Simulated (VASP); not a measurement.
# RbCl (Immm) in VASP: further runs, part 3 of 3

VASP 6.6.1. Earlier steps stand in the parts before.

### 5 Single point, LDA (strain +0.0050 x Voigt [0, 0, 0, 1, 0, 0])

INCAR reads:

```
ALGO     = Normal         # electronic algorithm
EDIFF    = 1E-6           # SCF threshold, eV
ENCUT    = 500            # plane-wave cutoff, eV
GGA_COMPAT= False        
ISIF     = 2              # what is computed and relaxed
ISMEAR   = 0              # smearing method
LASPH    = True           # aspherical terms in the spheres
LCHARG   = True           # write CHGCAR
LELF     = True           # ELF
LREAL    = False          # projectors in reciprocal space
LVHAR    = True         
LWAVE    = False          # write WAVECAR
NBANDS   = 15             # bands
NELM     = 120            # most SCF steps
PREC     = Accurate       # precision mode
SIGMA    = 0.05           # smearing width, eV
```

KPOINTS reads:

```
k-points
0
Gamma
  6 6 6
```

POSCAR reads:

```
RbCl
1.0
    0.0000000000      3.2821850000      3.2821850000
    3.2740000000      0.0081850000      3.2740000000
    3.2740000000      3.2740000000      0.0081850000
Rb Cl
1 1
Direct
    0.0000000000      0.0000000000      0.0000000000
    0.5000000000      0.5000000000      0.5000000000
```

Potentials or basis: VASP PAW LDA potentials, release 64 (Rb_sv, Cl).

Command:

```sh
> cat potpaw_LDA.64/Rb_sv/POTCAR potpaw_LDA.64/Cl/POTCAR > POTCAR
> mpirun -np 1 vasp_std > vasp.out
```

OUTCAR:

```text
EDIFF = 1E-6
   ENCUT = 500
   ISIF = 2
   ISMEAR = 0
   LASPH = True
   LREAL = False
   NELM = 120
   PREC = Accurate

 ion  position               nearest neighbor table
   1  0.000  0.000  0.000-   2 3.27   2 3.27   2 3.27   2 3.27   2 3.27   2 3.27
   2  0.500  0.500  0.500-   1 3.27   1 3.27   1 3.27   1 3.27   1 3.27   1 3.27

  LATTYP: Found a body centered orthorhombic cell.
 ALAT       =     4.6185598652
 B/A-ratio  =     1.0050125313
 C/A-ratio  =     1.4177579573

  Lattice vectors:

 A1 = (  -3.2740000000,   3.2740000000,   0.0081850000)
 A2 = (  -3.2740000000,  -3.2740000000,  -0.0081850000)
 A3 = (   3.2740000000,   0.0081850000,   3.2740000000)

Analysis of symmetry for initial positions (statically):
=====================================================================
 Subroutine PRICEL returns:
 Original cell was already a primitive cell.

 Routine SETGRP: Setting up the symmetry group for a
 body centered orthorhombic supercell.

 Subroutine GETGRP returns: Found  8 space group operations
 (whereof  8 operations were pure point group operations)
 out of a pool of  8 trial point group operations.
[... 177 lines left out ...]
      5      -9.9484      2.00000
      6      -2.0900      2.00000
      7      -2.0868      2.00000
      8      -2.0835      2.00000
      9       2.5155      0.00000
     10       5.6103      0.00000
     11       5.6320      0.00000
     12       5.6537      0.00000
     13       6.6864      0.00000
     14       6.6865      0.00000
[... 401 lines left out ...]
      2     -14.0446      2.00000
      3     -10.0288      2.00000
      4      -9.9884      2.00000
      5      -9.9621      2.00000
      6      -2.8624      2.00000
      7      -2.4339      2.00000
      8      -2.3881      2.00000
      9       5.1133      0.00000
     10       5.4678      0.00000
     11       7.5919      0.00000
     12       8.1128      0.00000
     13       8.1346      0.00000
     14       8.9444      0.00000
     15       9.6329      0.00000

 [... further k-points ...]

------------------------ aborting loop because EDIFF is reached ----------------------------------------

  FORCE on cell =-STRESS in cart. coord.  units (eV):
  Direction    XX          YY          ZZ          XY          YZ          ZX
  --------------------------------------------------------------------------------------
  -------------------------------------------------------------------------------------
  Total       -0.6107995     -0.6107254     -0.6107254      0.0000000     -0.0125736      0.0000000
  in kB      -13.9426690    -13.9409786    -13.9409786      0.0000000     -0.2870167      0.0000000
  external PRESSURE =     -13.9415421 kB  Pullay stress =       0.0000000 kB

 VOLUME and BASIS-vectors are now :
 -----------------------------------------------------------------------------
  energy-cutoff  :      500.00
  volume of cell :       70.19
      direct lattice vectors                 reciprocal lattice vectors
     0.000000000  3.282185000  3.282185000    -0.152718387  0.152337543  0.152337543
     3.274000000  0.008185000  3.274000000     0.152718387 -0.153101140  0.153101140
     3.274000000  3.274000000  0.008185000     0.152718387  0.153101140 -0.153101140

 POSITION                                       TOTAL-FORCE (eV/Angst)
 -----------------------------------------------------------------------------------
      0.00000      0.00000      0.00000         0.000000      0.000000      0.000000
      3.27400      3.28219      3.28219        -0.000000     -0.000000     -0.000000
 -----------------------------------------------------------------------------------
    total drift:                                0.000000      0.000000      0.000000

  FREE ENERGIE OF THE ION-ELECTRON SYSTEM (eV)
  ---------------------------------------------------
  free  energy   TOTEN  =        -7.2441210056 eV

  energy  without entropy=       -7.2441210056  energy(sigma->0) =       -7.24412101
```

Wall time 87 s (1 thread of AMD EPYC 7R13, shared host); peak memory 0.16 GiB.

Results:

| Quantity | Value |
| --- | --- |
| Free energy | -7.2441 eV |
| Pressure | -1.4 GPa |
| Band gap on the k mesh | 4.60 eV |

Levels at points of the mesh, in eV from the valence-band top:
```
           k point  band 6  band 7  band 8  band 9  band 10  band 11
(0.00, 0.00, 0.00)   -0.01    0.00    0.00    4.60     7.69     7.72
(0.50, 0.00, 0.00)   -0.96   -0.38   -0.37    7.39     7.67     9.94
(0.00, 0.50, 0.00)   -0.96   -0.38   -0.38    7.39     7.69     9.95
(0.50, 0.50, 0.00)   -0.34   -0.11   -0.11    5.83     7.77     9.36
(0.00, 0.50, 0.50)   -0.34   -0.11   -0.11    5.83     7.77     9.36
```

Caveat: the cell differs from its parent crystal (strain +0.0050 x Voigt [0, 0, 0, 1, 0, 0]).

### 6 Single point, LDA (strain +0.0175 x Voigt [0, 0, 0, 1, 0, 0])

INCAR reads:

```
SYSTEM = RbCl
PREC     = Accurate       ! precision mode
ENCUT    = 500            ! plane-wave cutoff, eV
EDIFF    = 1E-6           ! SCF threshold, eV
ISMEAR   = 0              ! smearing method
SIGMA    = 0.05           ! smearing width, eV
LREAL    = .False.        ! projectors in reciprocal space
LASPH    = .True.         ! aspherical terms in the spheres
NELM     = 120            ! most SCF steps
ALGO     = Normal         ! electronic algorithm
ISIF     = 2              ! what is computed and relaxed
LWAVE    = .False.        ! write WAVECAR
LCHARG   = .False.        ! write CHGCAR
GGA      = CA             ! functional
NBANDS   = 15             ! bands
GGA_COMPAT= .False.
```

KPOINTS reads:

```
Automatic mesh
0
Gamma
  6 6 6
  0 0 0
```

POSCAR reads:

```
RbCl
1.0
    0.0000000000      3.3026475000      3.3026475000
    3.2740000000      0.0286475000      3.2740000000
    3.2740000000      3.2740000000      0.0286475000
Rb Cl
1 1
Direct
    0.0000000000      0.0000000000      0.0000000000
    0.5000000000      0.5000000000      0.5000000000
```

Potentials or basis: VASP PAW LDA potentials, release 64 (Rb_sv, Cl).

Command:

```sh
> cat potpaw_LDA.64/Rb_sv/POTCAR potpaw_LDA.64/Cl/POTCAR > POTCAR
> mpirun -np 1 vasp_std > vasp.out
```

It took 75 s on 1 thread of AMD EPYC 7R13, shared host; peak memory 0.16 GiB.

The run converged. Its results:

| Quantity | Value |
| --- | --- |
| Free energy | -7.2438 eV |
| Pressure | -1.4 GPa |
| Band gap on the k mesh | 4.59 eV |

Stress tensor (GPa, compression positive):
```
-1.40  0.00  0.00
 0.00 -1.39 -0.10
 0.00 -0.10 -1.39
```

Levels at points of the mesh, in eV from the valence-band top:
| k point | band 4 | band 5 | band 6 | band 7 | band 8 | band 9 | band 10 | band 11 | band 12 | band 13 |
| --- | --- | --- | --- | --- | --- | --- | --- | --- | --- | --- |
| (0.00, 0.00, 0.00) | -7.87 | -7.87 | -0.02 | -0.01 | 0.00 | 4.59 | 7.63 | 7.71 | 7.78 | 8.76 |
| (0.50, 0.00, 0.00) | -7.89 | -7.84 | -0.97 | -0.39 | -0.36 | 7.38 | 7.64 | 9.88 | 9.99 | 11.08 |
| (0.00, 0.50, 0.00) | -7.89 | -7.85 | -0.97 | -0.41 | -0.39 | 7.39 | 7.70 | 9.92 | 10.03 | 11.05 |
| (0.50, 0.50, 0.00) | -7.99 | -7.99 | -0.35 | -0.12 | -0.12 | 5.82 | 7.76 | 9.35 | 9.92 | 10.23 |
| (0.00, 0.50, 0.50) | -8.00 | -7.99 | -0.35 | -0.13 | -0.10 | 5.82 | 7.76 | 9.35 | 9.93 | 10.23 |

Caveat: the cell differs from its parent crystal (strain +0.0175 x Voigt [0, 0, 0, 1, 0, 0]).

### 7 The runs side by side

```tsv
cell	gap on the mesh (eV)	pressure (GPa)
a = 4.584, b = 4.630, c = 4.630 Å, angles 60.7, 60.3, 60.3°, 2 atoms	4.59	-1.4
a = 4.665, b = 4.630, c = 4.630 Å, angles 59.5, 59.8, 59.8°, 2 atoms	4.59	-1.4
a = 4.607, b = 4.630, c = 4.630 Å, angles 60.3, 60.2, 60.2°, 2 atoms	4.60	-1.4
a = 4.642, b = 4.630, c = 4.630 Å, angles 59.8, 59.9, 59.9°, 2 atoms	4.60	-1.4
a = 4.671, b = 4.630, c = 4.630 Å, angles 59.4, 59.7, 59.7°, 2 atoms	4.59	-1.4
```

Alike in all rows: task single point; level LDA; potentials or basis VASP PAW LDA potentials, release 64 (Rb_sv, Cl); no spin polarisation; k mesh 6 × 6 × 6; cutoff (eV) 500; smearing gaussian 0.05 eV.

Total energies depend on the potentials used, so only differences within one code and one set of settings carry meaning.
